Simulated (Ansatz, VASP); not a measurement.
# TiO2 in VASP and in Ansatz

File INCAR:

```
PREC     = Accurate       # precision mode
ENCUT    = 520            # plane-wave cutoff, eV
EDIFF    = 1E-6           # SCF threshold, eV
ISMEAR   = -1             # smearing method
SIGMA    = 0.02           # smearing width, eV
LREAL    = False          # projectors in reciprocal space
LASPH    = True           # aspherical terms in the spheres
NELM     = 100            # most SCF steps
ALGO     = Normal         # electronic algorithm
ISIF     = 2              # what is computed and relaxed
LWAVE    = False          # write WAVECAR
LCHARG   = False          # write CHGCAR
GGA      = PE             # functional
NBANDS   = 33             # bands
```

File KPOINTS:

```
Automatic mesh
0
Gamma
  6 6 8
```

File POSCAR:

```
TiO2
1.0
    4.4129793542      0.0000000000      0.0000000000
    0.0000000000      4.4129793542      0.0000000000
    0.0000000000      0.0000000000      2.8353516159
Ti O
2 4
Direct
    0.0000000000      0.0000000000      0.0000000000
    0.5000000000      0.5000000000      0.5000000000
    0.3011101844      0.3011101844      0.0000000000
    0.1988898156      0.8011101844      0.5000000000
    0.8011101844      0.1988898156      0.5000000000
    0.6988898156      0.6988898156      0.0000000000
```

Input for Ansatz:

```yaml
crystal:
  lattice:
    - [4.4129793542, 0.0, 0.0]
    - [0.0, 4.4129793542, 0.0]
    - [0.0, 0.0, 2.8353516159]
  atoms:
    - { symbol: Ti, position: [0.0, 0.0, 0.0] }
    - { symbol: Ti, position: [0.5, 0.5, 0.5] }
    - { symbol: O, position: [0.3011101844, 0.3011101844, 0.0] }
    - { symbol: O, position: [0.1988898156, 0.8011101844, 0.5] }
    - { symbol: O, position: [0.8011101844, 0.1988898156, 0.5] }
    - { symbol: O, position: [0.6988898156, 0.6988898156, 0.0] }
kpoints:
  mp_grid: { grid: [6, 6, 8] }
  band_path:
    path:
      - [0.0, 0.0, 0.0]
      - [0.0, 0.5, 0.0]
      - [0.5, 0.5, 0.0]
      - [0.0, 0.0, 0.5]
      - [0.0, 0.5, 0.5]
      - [0.5, 0.5, 0.5]
    npoints: 1
hamiltonian:
  xc: pbe
scf:
  occupations: { method: fermi_dirac, width: 0.02 }
  n_extra_bands: 5
output:
  forces: true
  stress: true
  eigenvalues: true
```

Change from the starting cell: hydrostatic strain -4.0%.

Alike in both runs: task single point; functional PBE; k mesh 6 × 6 × 8; occupations fermi-dirac, width 0.02 eV; no spin polarisation.

|  | VASP | Ansatz |
| --- | --- | --- |
| version | VASP 6.6.1 | Ansatz 0.2.0 |
| potentials or method | VASP PAW PBE potentials, release 64 (Ti_sv, O) | plane waves, PAW |
| plane-wave cutoff (eV) | 520 | 420 |
| valence electrons in the cell | 48 | 48 |

```tsv
	VASP	Ansatz	Ansatz less VASP
gap on the k mesh at the Fermi level (eV)	2.01	2.05	+0.034
pressure (GPa)	44.2	43.3	-0.87
traceless stress, the component that is largest in VASP (GPa)	4.80	4.67	-0.129
rms of the force components (eV/Å)	0.038	0.027	-0.0108
```

Atom by atom the forces differ by 0.011 eV/Å (rms over components). Both programs put the cell under a high pressure, so it lies far from rest at this level. The functional is the same, so the differences come from potentials, cutoffs and numerics.
